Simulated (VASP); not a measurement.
# Sr2CuSO2 (P4/mmm) in VASP: single point with PBE

Aim: the single point of Sr2CuSO2 with PBE.

Everything below comes from runs of VASP 6.6.1. Logs are shortened: lines on timing, memory, paths and dates and some standing lists are left out, and cuts for length are marked.

**1. The cell of the first run**

Symmetry: P4/mmm, No. 123, tetragonal system. Conventional cell: a = 4.019 Å, b = 4.019 Å, c = 6.886 Å, α = 90.00°, β = 90.00°, γ = 90.00°. Sr (site symmetry 4mm) has 4 O at 2.64 Å and 4 Cu at 3.32 Å and 4 S at 3.33 Å and 2 Sr at 3.42 to 3.47 Å within 3.5 Å. Cu (site symmetry 4/mmm) has 4 O at 2.01 Å within 2.7 Å. S (site symmetry 4/mmm) has 8 Sr at 3.33 Å and 2 Cu at 3.44 Å and 8 O at 3.99 Å and 4 S at 4.02 Å within 4.4 Å. O (site symmetry mmm) has 2 Cu at 2.01 Å and 4 Sr at 2.64 Å within 2.7 Å.

**2. Single point, PBE (strain +0.0300 x Voigt [1, 1, 0, 0, 0, 0])**

INCAR reads:

```
SYSTEM = Sr2CuSO2
PREC = Accurate
ENCUT = 520
EDIFF = 1E-6
ISMEAR = 0
SIGMA = 0.15
LREAL = .False.
LASPH = .True.
NELM = 60
ALGO = Normal
ISIF = 2
LWAVE = .False.
LCHARG = .True.
GGA = PE
LELF = .True.
LVHAR = .True.
NBANDS = 34
```

KPOINTS reads:

```
regular mesh
0
Gamma
  12 12 8
  0 0 0
```

POSCAR reads:

```
Sr2CuSO2
1.0
    4.0188088250      0.0000000000      0.0000000000
    0.0000000000      4.0188088250      0.0000000000
    0.0000000000      0.0000000000      6.8863398065
Sr Cu S O
2 1 1 2
Direct
    0.0000000000      0.0000000000      0.2481265920
    0.0000000000      0.0000000000      0.7518734080
    0.5000000000      0.5000000000      0.0000000000
    0.5000000000      0.5000000000      0.5000000000
    0.0000000000      0.5000000000      0.0000000000
    0.5000000000      0.0000000000      0.0000000000
```

Potentials or basis: VASP PAW PBE potentials, release 64 (Sr_sv, Cu, S, O).

Run with:

```
> cat potpaw_PBE.64/Sr_sv/POTCAR potpaw_PBE.64/Cu/POTCAR potpaw_PBE.64/S/POTCAR potpaw_PBE.64/O/POTCAR > POTCAR
> mpirun -np 1 vasp_std > vasp.out
```

OUTCAR:

```text
SYSTEM = Sr2CuSO2
   PREC = Accurate
   ENCUT = 520
   EDIFF = 1E-6
   ISMEAR = 0
   LREAL = .False.
   LASPH = .True.
   NELM = 60
   ISIF = 2
   GGA = PE

 ion  position               nearest neighbor table
   1  0.000  0.000  0.248-   5 2.64   6 2.64   5 2.64   6 2.64   3 3.32   3 3.32   3 3.32   3 3.32
                             4 3.33   4 3.33   4 3.33   4 3.33   2 3.42   2 3.47
   2  0.000  0.000  0.752-   5 2.64   6 2.64   5 2.64   6 2.64   3 3.32   3 3.32   3 3.32   3 3.32
                             4 3.33   4 3.33   4 3.33   4 3.33   1 3.42   1 3.47
   3  0.500  0.500  0.000-   5 2.01   6 2.01   6 2.01   5 2.01   1 3.32   2 3.32   1 3.32   1 3.32
                             2 3.32   2 3.32   1 3.32   2 3.32
   4  0.500  0.500  0.500-   1 3.33   2 3.33   1 3.33   2 3.33   1 3.33   2 3.33   1 3.33   2 3.33

   5  0.000  0.500  0.000-   3 2.01   3 2.01   1 2.64   1 2.64   2 2.64   2 2.64
   6  0.500  0.000  0.000-   3 2.01   3 2.01   1 2.64   2 2.64   1 2.64   2 2.64

  LATTYP: Found a simple tetragonal cell.
 ALAT       =     4.0188088250
 C/A-ratio  =     1.7135275915

  Lattice vectors:

 A1 = (   4.0188088250,   0.0000000000,   0.0000000000)
 A2 = (   0.0000000000,   4.0188088250,   0.0000000000)
 A3 = (   0.0000000000,   0.0000000000,   6.8863398065)

Analysis of symmetry for initial positions (statically):
=====================================================================
 Subroutine PRICEL returns:
 Original cell was already a primitive cell.

 Routine SETGRP: Setting up the symmetry group for a
 simple tetragonal supercell.

 Subroutine GETGRP returns: Found 16 space group operations
 (whereof 16 operations were pure point group operations)
 out of a pool of 16 trial point group operations.

The static configuration has the point symmetry D_4h.

Analysis of symmetry for dynamics (positions and initial velocities):
=====================================================================
 Subroutine PRICEL returns:
 Original cell was already a primitive cell.

 Routine SETGRP: Setting up the symmetry group for a
 simple tetragonal supercell.

 Subroutine GETGRP returns: Found 16 space group operations
 (whereof 16 operations were pure point group operations)
 out of a pool of 16 trial point group operations.

The dynamic configuration has the point symmetry D_4h.

 Subroutine INISYM returns: Found 16 space group operations
 (whereof 16 operations are pure point group operations),
 and found     1 'primitive' translations

----------------------------------------------------------------------------------------

                                     Primitive cell

  volume of cell :     111.2201

  direct lattice vectors                    reciprocal lattice vectors
     4.018808825  0.000000000  0.000000000     0.248829950  0.000000000  0.000000000
     0.000000000  4.018808825  0.000000000     0.000000000  0.248829950  0.000000000
     0.000000000  0.000000000  6.886339806     0.000000000  0.000000000  0.145215024

  length of vectors
     4.018808825  4.018808825  6.886339806     0.248829950  0.248829950  0.145215024

  position of ions in fractional coordinates (direct lattice)
     0.000000000  0.000000000  0.248126592
     0.000000000  0.000000000  0.751873408
     0.500000000  0.500000000  0.000000000
     0.500000000  0.500000000  0.500000000
     0.000000000  0.500000000  0.000000000
     0.500000000  0.000000000  0.000000000

  ion indices of the primitive-cell ions
   primitive index   ion index
                 1           1
                 2           2
                 3           3
                 4           4
                 5           5
                 6           6

----------------------------------------------------------------------------------------

 KPOINTS: regular mesh

Automatic generation of k-mesh.
 Grid dimensions read from file:
 generate k-points for:   12   12    8

 Generating k-lattice:

  Cartesian coordinates                     Fractional coordinates (reciprocal lattice)
     0.020735829  0.000000000  0.000000000     0.083333333  0.000000000  0.000000000
     0.000000000  0.020735829  0.000000000     0.000000000  0.083333333  0.000000000
     0.000000000  0.000000000  0.018151878     0.000000000  0.000000000  0.125000000

  Length of vectors
     0.020735829  0.020735829  0.018151878

  Shift w.r.t. Gamma in fractional coordinates (k-lattice)
     0.000000000  0.000000000  0.000000000

 Subroutine IBZKPT returns following result:
 ===========================================

 Found    140 irreducible k-points:

 Following reciprocal coordinates:
            Coordinates               Weight
  0.000000  0.000000  0.000000      1.000000
  0.083333  0.000000  0.000000      4.000000
  0.166667  0.000000  0.000000      4.000000
  0.250000  0.000000  0.000000      4.000000
  0.333333  0.000000  0.000000      4.000000
  0.416667  0.000000  0.000000      4.000000
[... 16 lines left out ...]
  0.333333  0.333333  0.000000      4.000000
  0.416667  0.333333  0.000000      8.000000
 [... further k-points ...]
   k-points           NKPTS =    140   k-points in BZ     NKDIM =    140   number of bands    NBANDS=     34
   number of dos      NEDOS =    301   number of ions     NIONS =      6
   total plane-waves  NPLWV =  48600
   dimension x,y,z NGX =    30 NGY =   30 NGZ =   54
   dimension x,y,z NGXF=    60 NGYF=   60 NGZF=  108
   ions per type =               2   1   1   2
   NGX,Y,Z   is equivalent  to a cutoff of  12.41, 12.41, 13.04 a.u.
   NGXF,Y,Z  is equivalent  to a cutoff of  24.82, 24.82, 26.07 a.u.
 SYSTEM =  Sr2CuSO2
   PREC   = accura    normal or accurate (medium, high low for compatibility)
   ISTART =      0    job   : 0-new  1-cont  2-samecut
   ICHARG =      2    charge: 1-file 2-atom 10-const
   ISPIN  =      1    spin polarized calculation?
   LNONCOLLINEAR =      F non collinear calculations
   LSORBIT =      F    spin-orbit coupling
   LASPH  =      T    aspherical Exc in radial PAW
   ENCUT  =  520.0 eV  38.22 Ry    6.18 a.u.   7.47  7.47 12.80*2*pi/ulx,y,z
   NELM   =     60;   NELMIN=  2; NELMDL= -5     # of ELM steps
   EDIFF  = 0.1E-05   stopping-criterion for ELM
   LREAL  =      F    real-space projection
   EDIFFG = 0.1E-04   stopping-criterion for IOM
   NSW    =      0    number of steps for IOM
   IBRION =     -1    ionic relax: 0-MD 1-quasi-New 2-CG
   NFREE  =      0    steps in history (QN), initial steepest desc. (CG)
   ISIF   =      2    stress and relaxation
   ISYM   =      2    0-nonsym 1-usesym 2-fastsym
   POTIM  = 0.5000    time-step for ionic-motion
   TEBEG  =    0.0;   TEEND  =   0.0 temperature during run
   PSTRESS=    0.0 pullay stress
   NELECT =      49.0000    total number of electrons
   NUPDOWN=      -1.0000    fix difference up-down
   EMIN   =  10.00;   EMAX   =-10.00  energy-range for DOS
   EFERMI =   0.00;   METHOD = LEGACY
   ISMEAR =     0;   SIGMA  =   0.15  broadening in eV -4-tet -1-fermi 0-gaus
   EFERMI_NEDOS =   21; number of points for ismear=-14 and -15
   IALGO  =     38    algorithm
   IMIX   =      4    mixing-type and parameters
     AMIX     =   0.40;   BMIX     =  1.00
     AMIX_MAG =   1.60;   BMIX_MAG =  1.00
  volume/ion in A,a.u.               =      18.54       125.09
  Fermi-wavevector in a.u.,A,eV,Ry     =   1.245697  2.354026 21.112996  1.551761
  Thomas-Fermi vector in A             =   2.379908
   LORBIT       =      0    0 simple, 1 ext, 2 COOP (PROOUT), +10 PAW based schemes
   GGA     = PE    functional components
   LHFCALC =     F    Hartree Fock is set to
   AEXX    =    0.0000 exact exchange contribution
   IVDW    =     0    specifies the selected vdW correction
   LEPSILON=     F    determine dielectric tensor
   LRPA    =     F    only Hartree local field effects (RPA)
 non-spin polarized calculation
 Gauss-broadening in eV      SIGMA  =   0.15
  energy-cutoff  :      520.00
  volume of cell :      111.22
 maximum number of plane-waves:      3034
 NGX is ok and might be reduce to    30
   NGX = 15   NGY = 15   NGZ = 25

 number of electron      48.9999986 magnetization

 Free energy of the ion-electron system (eV)
  ---------------------------------------------------
  ext. energy  EPLUGINS =         0.00000000
  ---------------------------------------------------
  free energy    TOTEN  =       -31.88384724 eV

  energy without entropy =      -31.87293280  energy(sigma->0) =      -31.87839002

 E-fermi :   2.7753     XC(G=0):  -9.8172

 val. band max:        2.7623655608   @ k =   0.5000   0.0833   0.5000
 cond. band min:       2.8753136042   @ k =   0.3333   0.1667   0.0000
 fundamental gap:      0.1129480433
 Fermi energy:         2.7753194182

 k-point     1 :       0.0000    0.0000    0.0000
  band No.  band energies     occupation
      1     -31.2113      2.00000
      2     -31.1357      2.00000
      3     -15.3919      2.00000
      4     -13.8404      2.00000
      5     -13.1647      2.00000
      6     -13.1647      2.00000
[... 26 lines left out ...]
     33      10.1592      0.00000
     34      10.4330      0.00000

 k-point     2 :       0.0833    0.0000    0.0000
  band No.  band energies     occupation
      1     -31.2103      2.00000
      2     -31.1350      2.00000
      3     -15.3729      2.00000
      4     -13.9002      2.00000
      5     -13.1675      2.00000
      6     -13.1629      2.00000
[... 26 lines left out ...]
     33       9.8942      0.00000
     34      10.4478      0.00000

 k-point     3 :       0.1667    0.0000    0.0000
  band No.  band energies     occupation
      1     -31.2077      2.00000
      2     -31.1329      2.00000
      3     -15.3177      2.00000
      4     -14.0521      2.00000
      5     -13.1583      2.00000
      6     -13.1532      2.00000
[... 26 lines left out ...]
     33       9.4333      0.00000
     34      10.3916      0.00000
[... 704 lines left out ...]
 k-point    23 :       0.3333    0.3333    0.0000
  band No.  band energies     occupation
      1     -31.1902      2.00000
      2     -31.1187      2.00000
      3     -14.9285      2.00000
      4     -14.5790      2.00000
      5     -13.5909      2.00000
      6     -13.1989      2.00000
[... 26 lines left out ...]
     33       9.7992      0.00000
     34      10.2541      0.00000

 k-point    24 :       0.4167    0.3333    0.0000
  band No.  band energies     occupation
      1     -31.1877      2.00000
      2     -31.1166      2.00000
      3     -14.8467      2.00000
      4     -14.6618      2.00000
      5     -13.6134      2.00000
      6     -13.2358      2.00000
[... 26 lines left out ...]
     33      10.2113      0.00000
     34      10.5816      0.00000

 [... further k-points ...]

------------------------ aborting loop because EDIFF is reached ----------------------------------------

  FORCE on cell =-STRESS in cart. coord.  units (eV):
  Direction    XX          YY          ZZ          XY          YZ          ZX
  --------------------------------------------------------------------------------------
  -------------------------------------------------------------------------------------
  Total       -4.2797872     -4.2797872     -0.8983462      0.0000000      0.0000000      0.0000000
  in kB      -61.6523468    -61.6523468    -12.9411000      0.0000000      0.0000000      0.0000000
  external PRESSURE =     -45.4152645 kB  Pullay stress =       0.0000000 kB

 VOLUME and BASIS-vectors are now :
 -----------------------------------------------------------------------------
  energy-cutoff  :      520.00
  volume of cell :      111.22
      direct lattice vectors                 reciprocal lattice vectors
     4.018808825  0.000000000  0.000000000     0.248829950  0.000000000  0.000000000
     0.000000000  4.018808825  0.000000000     0.000000000  0.248829950  0.000000000
     0.000000000  0.000000000  6.886339806     0.000000000  0.000000000  0.145215024

 POSITION                                       TOTAL-FORCE (eV/Angst)
 -----------------------------------------------------------------------------------
      0.00000      0.00000      1.70868         0.000000      0.000000     -0.256957
      0.00000      0.00000      5.17766        -0.000000     -0.000000      0.256957
      2.00940      2.00940      0.00000        -0.000000      0.000000      0.000000
      2.00940      2.00940      3.44317        -0.000000      0.000000      0.000000
      0.00000      2.00940      0.00000        -0.000000      0.000000      0.000000
      2.00940      0.00000      0.00000        -0.000000      0.000000      0.000000
 -----------------------------------------------------------------------------------
    total drift:                                0.000000      0.000000      0.000000

  FREE ENERGIE OF THE ION-ELECTRON SYSTEM (eV)
  ---------------------------------------------------
  free  energy   TOTEN  =       -31.8838472427 eV

  energy  without entropy=      -31.8729328030  energy(sigma->0) =      -31.87839002
```

Wall time 15 min (1 thread of Intel Xeon Platinum 8259CL at 2.50GHz (Skylake/Cascade Lake), shared host); peak memory 0.59 GiB.

Results:

```
Free energy            : -31.8838 eV
Pressure               : -4.5 GPa
Largest force          : 0.257 eV/Å
Band gap on the k mesh : zero (an odd number of electrons rules out a gap without spin polarisation)
```

Forces on the atoms (eV/Å):
```
Sr   0.000  0.000 -0.257
Sr   0.000  0.000  0.257
Cu   0.000  0.000  0.000
S    0.000  0.000  0.000
O    0.000  0.000  0.000
O    0.000  0.000  0.000
```

Levels at points of the mesh, in eV from the Fermi level:
```tsv
k point	band 23	band 24	band 25	band 26	band 27	band 28
(0.00, 0.00, 0.00)	-0.79	-0.29	-0.29	2.15	3.02	3.59
(0.50, 0.00, 0.00)	-0.84	-0.64	-0.29	4.02	4.49	4.96
(0.50, 0.50, 0.00)	-0.71	-0.71	1.84	3.84	5.02	5.17
(0.00, 0.00, 0.50)	-1.07	-0.38	-0.38	3.87	3.91	4.43
(0.50, 0.00, 0.50)	-0.73	-0.30	-0.09	3.63	4.66	5.22
(0.50, 0.50, 0.50)	-0.70	-0.34	1.84	2.90	4.02	5.95
```

Caveat: the cell differs from its parent crystal (strain +0.0300 x Voigt [1, 1, 0, 0, 0, 0]); the cell stands under tension; an odd number of electrons without spin polarisation forces a metal; a magnetic or distorted state may lie lower; semilocal functionals often make such compounds metallic where correlation or magnetic order opens a gap, which also shifts bond lengths.
